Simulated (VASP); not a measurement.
# ZrSi2 (Cmcm) in VASP: single point with r2SCAN

Aim: the single point of ZrSi2 with r2SCAN.

Everything below comes from runs of VASP 6.6.1. Logs are shortened: lines on timing, memory, paths and dates and some standing lists are left out, and cuts for length are marked.

## 1. The cell of the first run

It takes space group Cmcm (No. 63, orthorhombic). Conventional cell: a = 3.669 Å, b = 14.586 Å, c = 3.635 Å, α = 90.00°, β = 90.00°, γ = 90.00°. Zr (site symmetry m2m) has 10 Si at 2.70 to 2.94 Å and 6 Zr at 3.57 to 3.67 Å within 3.7 Å. Si (site symmetry m2m) has 12 Si at 2.58 to 3.67 Å and 4 Zr at 2.78 to 2.80 Å within 3.7 Å. Within 3.1 Å of Si (site symmetry m2m) lie 2 Si at 2.37 Å and 6 Zr at 2.70 to 2.94 Å.

## 2. Single point, r2SCAN

The input, POSCAR:

```
ZrSi2
1.0
    1.8342815485     -7.2930757197      0.0000000000
    1.8342815485      7.2930757197      0.0000000000
    0.0000000000      0.0000000000      3.6349065548
Zr Si
2 4
Direct
    0.1054000000      0.8946000000      0.2500000000
    0.8946000000      0.1054000000      0.7500000000
    0.7504000000      0.2496000000      0.2500000000
    0.2496000000      0.7504000000      0.7500000000
    0.4478000000      0.5522000000      0.2500000000
    0.5522000000      0.4478000000      0.7500000000
```

The input, INCAR.step1:

```
SYSTEM = ZrSi2
PREC = Accurate ; ENCUT = 520
ISMEAR = 0 ; SIGMA = 0.02
LREAL = .False. ; LASPH = .True.
NELM = 60 ; NBANDS = 29
GGA = PE ; ALGO = Normal
EDIFF = 1E-4 ; LWAVE = .True.
LCHARG = .False.
```

The input, INCAR.step2:

```
SYSTEM = ZrSi2
PREC = Accurate ; ENCUT = 520
EDIFF = 1E-6 ; ISMEAR = 0
SIGMA = 0.02 ; LREAL = .False.
LASPH = .True. ; NELM = 60
ALGO = Normal ; ISIF = 2
LWAVE = .False. ; LCHARG = .False.
METAGGA = R2SCAN ; LMIXTAU = .True.
NBANDS = 29 ; ISTART = 1
```

The input, KPOINTS:

```
Automatic mesh
0
Gamma
  9 9 9
  0 0 0
```

Potentials or basis: VASP PAW PBE potentials, release 64 (Zr_sv, Si).

Command:

```sh
$ cat potpaw_PBE.64/Zr_sv/POTCAR potpaw_PBE.64/Si/POTCAR > POTCAR
$ cp INCAR.step1 INCAR
$ mpirun -np 1 vasp_std > vasp.out
$ cp INCAR.step2 INCAR
$ mpirun -np 1 vasp_std > vasp.out
```

OUTCAR:

```text
SYSTEM = ZrSi2
   PREC = Accurate
   ENCUT = 520
   EDIFF = 1E-6
   ISMEAR = 0
   LREAL = .False.
   LASPH = .True.
   NELM = 60
   ISIF = 2
   METAGGA = R2SCAN
   ISTART = 1

 ion  position               nearest neighbor table
   1  0.105  0.895  0.250-   6 2.70   6 2.70   6 2.70   6 2.70   4 2.78   4 2.78   3 2.80   3 2.80
                             5 2.94   5 2.94   2 3.57   2 3.57
   2  0.895  0.105  0.750-   5 2.70   5 2.70   5 2.70   5 2.70   3 2.78   3 2.78   4 2.80   4 2.80
                             6 2.94   6 2.94   1 3.57   1 3.57
   3  0.750  0.250  0.250-   4 2.58   4 2.58   4 2.58   4 2.58   2 2.78   2 2.78   1 2.80   1 2.80

   4  0.250  0.750  0.750-   3 2.58   3 2.58   3 2.58   3 2.58   1 2.78   1 2.78   2 2.80   2 2.80

   5  0.448  0.552  0.250-   6 2.37   6 2.37   2 2.70   2 2.70   2 2.70   2 2.70   1 2.94   1 2.94

   6  0.552  0.448  0.750-   5 2.37   5 2.37   1 2.70   1 2.70   1 2.70   1 2.70   2 2.94   2 2.94

  LATTYP: Found a base centered orthorhombic cell.
 ALAT       =     3.6685630970
 B/A-ratio  =     3.9759848894
 C/A-ratio  =     0.9908256881

  Lattice vectors:

 A1 = (   1.8342815485,  -7.2930757197,   0.0000000000)
 A2 = (   1.8342815485,   7.2930757197,   0.0000000000)
 A3 = (   0.0000000000,   0.0000000000,   3.6349065548)

Analysis of symmetry for initial positions (statically):
=====================================================================
 Subroutine PRICEL returns:
 Original cell was already a primitive cell.

 Routine SETGRP: Setting up the symmetry group for a
 base centered orthorhombic supercell.

 Subroutine GETGRP returns: Found  8 space group operations
 (whereof  4 operations were pure point group operations)
 out of a pool of  8 trial point group operations.

The static configuration has the point symmetry C_2h.
 The point group associated with its full space group is D_2h.

Analysis of symmetry for dynamics (positions and initial velocities):
=====================================================================
 Subroutine PRICEL returns:
 Original cell was already a primitive cell.

 Routine SETGRP: Setting up the symmetry group for a
 base centered orthorhombic supercell.

 Subroutine GETGRP returns: Found  8 space group operations
 (whereof  4 operations were pure point group operations)
 out of a pool of  8 trial point group operations.

The dynamic configuration has the point symmetry C_2h.
 The point group associated with its full space group is D_2h.

 Subroutine INISYM returns: Found  8 space group operations
 (whereof  4 operations are pure point group operations),
 and found     1 'primitive' translations

----------------------------------------------------------------------------------------

                                     Primitive cell

  volume of cell :      97.2523

  direct lattice vectors                    reciprocal lattice vectors
     1.834281548 -7.293075720  0.000000000     0.272586289 -0.068558180  0.000000000
     1.834281548  7.293075720  0.000000000     0.272586289  0.068558180  0.000000000
     0.000000000  0.000000000  3.634906555     0.000000000  0.000000000  0.275110236

  length of vectors
     7.520208923  7.520208923  3.634906555     0.281075629  0.281075629  0.275110236

  position of ions in fractional coordinates (direct lattice)
     0.105400000  0.894600000  0.250000000
     0.894600000  0.105400000  0.750000000
     0.750400000  0.249600000  0.250000000
     0.249600000  0.750400000  0.750000000
     0.447800000  0.552200000  0.250000000
     0.552200000  0.447800000  0.750000000

  ion indices of the primitive-cell ions
   primitive index   ion index
                 1           1
                 2           2
                 3           3
                 4           4
                 5           5
                 6           6

----------------------------------------------------------------------------------------

 KPOINTS: Automatic mesh

Automatic generation of k-mesh.
 Grid dimensions read from file:
 generate k-points for:    9    9    9

 Generating k-lattice:

  Cartesian coordinates                     Fractional coordinates (reciprocal lattice)
     0.030287365 -0.007617576  0.000000000     0.111111111 -0.000000000  0.000000000
     0.030287365  0.007617576  0.000000000    -0.000000000  0.111111111  0.000000000
     0.000000000  0.000000000  0.030567804     0.000000000  0.000000000  0.111111111

  Length of vectors
     0.031230625  0.031230625  0.030567804

  Shift w.r.t. Gamma in fractional coordinates (k-lattice)
     0.000000000  0.000000000  0.000000000

 Subroutine IBZKPT returns following result:
 ===========================================

 Found    125 irreducible k-points:

 Following reciprocal coordinates:
            Coordinates               Weight
  0.000000  0.000000  0.000000      1.000000
  0.111111 -0.000000  0.000000      4.000000
  0.222222 -0.000000  0.000000      4.000000
  0.333333 -0.000000  0.000000      4.000000
  0.444444 -0.000000  0.000000      4.000000
  0.111111  0.111111  0.000000      2.000000
[... 16 lines left out ...]
 -0.333333  0.333333  0.000000      2.000000
  0.444444  0.444444  0.000000      2.000000
 [... further k-points ...]
   k-points           NKPTS =    125   k-points in BZ     NKDIM =    125   number of bands    NBANDS=     29
   number of dos      NEDOS =    301   number of ions     NIONS =      6
   total plane-waves  NPLWV =  87808
   dimension x,y,z NGX =    56 NGY =   56 NGZ =   28
   dimension x,y,z NGXF=   112 NGYF=  112 NGZF=   56
   ions per type =               2   4
   NGX,Y,Z   is equivalent  to a cutoff of  12.38, 12.38, 12.81 a.u.
   NGXF,Y,Z  is equivalent  to a cutoff of  24.76, 24.76, 25.61 a.u.
 SYSTEM =  ZrSi2
   PREC   = accura    normal or accurate (medium, high low for compatibility)
   ISTART =      1    job   : 0-new  1-cont  2-samecut
   ICHARG =      0    charge: 1-file 2-atom 10-const
   ISPIN  =      1    spin polarized calculation?
   LNONCOLLINEAR =      F non collinear calculations
   LSORBIT =      F    spin-orbit coupling
   LASPH  =      T    aspherical Exc in radial PAW
   ENCUT  =  520.0 eV  38.22 Ry    6.18 a.u.  13.98 13.98  6.76*2*pi/ulx,y,z
   NELM   =     60;   NELMIN=  2; NELMDL=  0     # of ELM steps
   EDIFF  = 0.1E-05   stopping-criterion for ELM
   LREAL  =      F    real-space projection
   EDIFFG = 0.1E-04   stopping-criterion for IOM
   NSW    =      0    number of steps for IOM
   IBRION =     -1    ionic relax: 0-MD 1-quasi-New 2-CG
   NFREE  =      0    steps in history (QN), initial steepest desc. (CG)
   ISIF   =      2    stress and relaxation
   ISYM   =      2    0-nonsym 1-usesym 2-fastsym
   POTIM  = 0.5000    time-step for ionic-motion
   TEBEG  =    0.0;   TEEND  =   0.0 temperature during run
   PSTRESS=    0.0 pullay stress
   NELECT =      40.0000    total number of electrons
   NUPDOWN=      -1.0000    fix difference up-down
   EMIN   =  10.00;   EMAX   =-10.00  energy-range for DOS
   EFERMI =   0.00;   METHOD = LEGACY
   ISMEAR =     0;   SIGMA  =   0.02  broadening in eV -4-tet -1-fermi 0-gaus
   EFERMI_NEDOS =   21; number of points for ismear=-14 and -15
   IALGO  =     38    algorithm
   IMIX   =      4    mixing-type and parameters
     AMIX     =   0.40;   BMIX     =  1.00
     AMIX_MAG =   1.60;   BMIX_MAG =  1.00
  volume/ion in A,a.u.               =      16.21       109.38
  Fermi-wavevector in a.u.,A,eV,Ry     =   1.217479  2.300702 20.167308  1.482255
  Thomas-Fermi vector in A             =   2.352798
   LORBIT       =      0    0 simple, 1 ext, 2 COOP (PROOUT), +10 PAW based schemes
   METAGGA = R2SCAN    functional components
   LHFCALC =     F    Hartree Fock is set to
   AEXX    =    0.0000 exact exchange contribution
   IVDW    =     0    specifies the selected vdW correction
   LEPSILON=     F    determine dielectric tensor
   LRPA    =     F    only Hartree local field effects (RPA)
 non-spin polarized calculation
 Gauss-broadening in eV      SIGMA  =   0.02
  energy-cutoff  :      520.00
  volume of cell :       97.25
 maximum number of plane-waves:      2646
   NGX = 27   NGY = 27   NGZ = 13

 number of electron      39.9999999 magnetization

 Free energy of the ion-electron system (eV)
  ---------------------------------------------------
  ext. energy  EPLUGINS =         0.00000000
  ---------------------------------------------------
  free energy    TOTEN  =       -84.50142391 eV

  energy without entropy =      -84.50106215  energy(sigma->0) =      -84.50124303

 E-fermi :  10.5416     XC(G=0): -12.1674

 val. band max:       10.5318079777   @ k =  -0.4444   0.2222   0.0000
 cond. band min:      10.5464822853   @ k =  -0.3333   0.2222   0.1111
 fundamental gap:      0.0146743076
 Fermi energy:        10.5416459458

 k-point     1 :       0.0000    0.0000    0.0000
  band No.  band energies     occupation
      1     -39.9292      2.00000
      2     -39.9133      2.00000
      3     -17.5317      2.00000
      4     -17.3516      2.00000
      5     -17.3300      2.00000
      6     -17.3236      2.00000
[... 21 lines left out ...]
     28      13.6078      0.00000
     29      14.8370      0.00000

 k-point     2 :       0.1111   -0.0000    0.0000
  band No.  band energies     occupation
      1     -39.9277      2.00000
      2     -39.9120      2.00000
      3     -17.5259      2.00000
      4     -17.3789      2.00000
      5     -17.3478      2.00000
      6     -17.3283      2.00000
[... 21 lines left out ...]
     28      14.1034      0.00000
     29      14.5849      0.00000

 k-point     3 :       0.2222   -0.0000    0.0000
  band No.  band energies     occupation
      1     -39.9241      2.00000
      2     -39.9087      2.00000
      3     -17.5117      2.00000
      4     -17.4469      2.00000
      5     -17.4082      2.00000
      6     -17.3244      2.00000
[... 638 lines left out ...]
      5     -17.3474      2.00000
      6     -17.3222      2.00000
[... 21 lines left out ...]
     28      13.3107      0.00000
     29      15.2733      0.00000

 k-point    24 :       0.4444    0.4444    0.0000
  band No.  band energies     occupation
      1     -39.9273      2.00000
      2     -39.9124      2.00000
      3     -17.5057      2.00000
      4     -17.3801      2.00000
      5     -17.3514      2.00000
      6     -17.3450      2.00000
[... 21 lines left out ...]
     28      14.1450      0.00000
     29      15.1817      0.00000

 [... further k-points ...]

------------------------ aborting loop because EDIFF is reached ----------------------------------------

  FORCE on cell =-STRESS in cart. coord.  units (eV):
  Direction    XX          YY          ZZ          XY          YZ          ZX
  --------------------------------------------------------------------------------------
  -------------------------------------------------------------------------------------
  Total        2.0865123      3.0565370      2.9915679      0.0000000     -0.0000000      0.0000000
  in kB       34.3741177     50.3547302     49.2844005      0.0000000     -0.0000000      0.0000000
  external PRESSURE =      44.6710828 kB  Pullay stress =       0.0000000 kB

 VOLUME and BASIS-vectors are now :
 -----------------------------------------------------------------------------
  energy-cutoff  :      520.00
  volume of cell :       97.25
      direct lattice vectors                 reciprocal lattice vectors
     1.834281548 -7.293075720  0.000000000     0.272586289 -0.068558180  0.000000000
     1.834281548  7.293075720  0.000000000     0.272586289  0.068558180  0.000000000
     0.000000000  0.000000000  3.634906555     0.000000000  0.000000000  0.275110236

 POSITION                                       TOTAL-FORCE (eV/Angst)
 -----------------------------------------------------------------------------------
      1.83428      5.75570      0.90873         0.000000      0.060292     -0.000000
      1.83428     -5.75570      2.72618         0.000000     -0.060292     -0.000000
      1.83428     -3.65237      0.90873         0.000000      0.109154     -0.000000
      1.83428      3.65237      2.72618         0.000000     -0.109154      0.000000
      1.83428      0.76140      0.90873         0.000000      0.077297      0.000000
      1.83428     -0.76140      2.72618         0.000000     -0.077297     -0.000000
 -----------------------------------------------------------------------------------
    total drift:                                0.000000      0.000000     -0.000000

  FREE ENERGIE OF THE ION-ELECTRON SYSTEM (eV)
  ---------------------------------------------------
  free  energy   TOTEN  =       -84.5014239131 eV

  energy  without entropy=      -84.5010621495  energy(sigma->0) =      -84.50124303
```

It took 88 min on 1 thread of Intel Xeon 8259CL, shared host; peak memory 0.47 GiB.

What came out:

```
Free energy            : -84.5014 eV
Pressure               : 4.5 GPa
Largest force          : 0.109 eV/Å
Band gap on the k mesh : zero (bands 20 and 21 overlap by 0.96 eV)
```

Forces in eV/Å, atoms in the order of the input:
```
Zr   0.000  0.060  0.000
Zr   0.000 -0.060  0.000
Si   0.000  0.109  0.000
Si   0.000 -0.109  0.000
Si   0.000  0.077  0.000
Si   0.000 -0.077  0.000
```

Stress tensor (GPa, compression positive):
```
3.44 0.00 0.00
0.00 5.04 0.00
0.00 0.00 4.93
```

Levels at points of the mesh, in eV from the Fermi level:
```csv
k point,band 17,band 18,band 19,band 20,band 21,band 22,band 23,band 24
"(0.00, 0.00, 0.00)",-2.66,-2.65,-2.63,0.03,1.14,1.47,1.47,1.70
```

Caveat: the cell stands under pressure; the PAW data sets were made with another functional, which shifts forces and pressure a little.
